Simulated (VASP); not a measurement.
Crystal: Ba2Ir.

```xyz
3
Lattice="4.4644 0.0000 0.0000 -2.2322 3.8663 0.0000 0.0000 0.0000 4.8204" Properties=species:S:1:pos:R:3 pbc="T T T"
Ba    0.0000    2.5775    2.4102
Ba    2.2322    1.2888    2.4102
Ir    0.0000    0.0000    0.0000
```

- Program: VASP 6.6.1
- Task: relaxation of cell and atoms
- Functional: PBE
- Potentials or basis: VASP PAW PBE potentials, release 64 (Ba_sv, Ir)
- Cutoff: 600 eV
- k mesh: 6 × 6 × 4
- Occupations: gaussian, width 0.1 eV
- Spin: no spin polarisation

At the start: pressure 28.9 GPa; volume 27.73 Å³/atom.

Problem. How do energy, volume and symmetry change on relaxing?

Solution. Over 14 steps the energy falls by 1977.1 meV/atom and the volume is 29.47 Å³/atom (+6.2 %); space group P6/mmm (No. 191, to 0.1 Å) before and after.

The path:
```tsv
step	energy change (eV)	largest force (eV/Å)	pressure (GPa)	volume (Å³)
1	0.0000	0.0000	28.90	83.20
2	-4.1517	0.0000	-5.92	146.03
3	-4.8493	0.0000	-4.07	116.49
4	-4.8610	0.0000	-4.55	118.82
5	-4.8579	0.0000	-4.34	117.74
6	-5.5315	0.0000	-3.32	104.04
7	-5.8482	0.0000	-2.15	94.77
8	-5.2345	0.0000	10.59	76.55
9	-5.9161	0.0000	-1.21	91.30
10	-5.9289	0.0000	-0.28	88.81
11	-5.9292	0.0000	-0.52	89.37
12	-5.9307	0.0000	0.09	88.30
13	-5.9310	0.0000	-0.10	88.62
14	-5.9312	0.0000	0.00	88.40
```

Final structure:
```yaml
crystal:
  lattice:
    - [5.47050, 0.00000, 0.00000]
    - [-2.73525, 4.73759, 0.00000]
    - [0.00000, 0.00000, 3.41074]
  atoms:
    - { symbol: Ba, position: [0.33333, 0.66667, 0.50000] }
    - { symbol: Ba, position: [0.66667, 0.33333, 0.50000] }
    - { symbol: Ir, position: [0.00000, 0.00000, 0.00000] }
```

Caveat: a cell axis changed by over 15 % at a fixed basis, so the end point is rough.
